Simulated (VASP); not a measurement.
Wanted: the native input for a VASP 6.6.1 run.

```yaml
Task: single point
Functional: PBE
Potentials_or_basis: VASP PAW PBE potentials, release 64 (Zn, Se)
Cutoff: 500 eV
k_mesh: 8 × 6 × 8
Occupations: gaussian, width 0.02 eV
Spin: no spin polarisation
Dipole_correction: no
Further_INCAR_settings: ALGO = Normal; EDIFF = 1e-06; NBANDS = 26
```

The structure of ZnSe (hb.eB) lies in POSCAR:

```
ZnSe
1.0
    4.0538030513      0.0000000000      0.0000000000
    0.0000000000      5.7329433110      0.0000000000
    0.0000000000      0.0000000000      4.0538030775
Zn Se
2 2
Direct
    0.0000000000      0.0000000000      0.0000000000
    0.5000000000      0.5000000000      0.5000058000
    0.5000000000      0.2500000000      0.0000000000
    0.0000000000      0.7500000000      0.5000058000
```

The input as run:

INCAR

```
SYSTEM = ZnSe
  ALGO = Normal
  EDIFF = 1E-6
  ENCUT = 500
  GGA = PE
  GGA_COMPAT = .False.
  ISIF = 2
  ISMEAR = 0
  LASPH = .True.
  LCHARG = .False.
  LREAL = .False.
  LWAVE = .False.
  NBANDS = 26
  NELM = 120
  PREC = Accurate
  SIGMA = 0.02
```

KPOINTS

```
k-points
0
Gamma
  8 6 8
  0 0 0
```

Potentials or basis: VASP PAW PBE potentials, release 64 (Zn, Se).

The run is started by

```bash
$ cat potpaw_PBE.64/Zn/POTCAR potpaw_PBE.64/Se/POTCAR > POTCAR
$ mpirun -np 1 vasp_std > vasp.out
```

It gave:

```
Pressure               : 0.2 GPa
Band gap on the k mesh : 1.15 eV
```

Wall time 4.1 min on 1 thread of Intel Xeon 8259CL, on a shared host, peak memory 0.26 GiB.
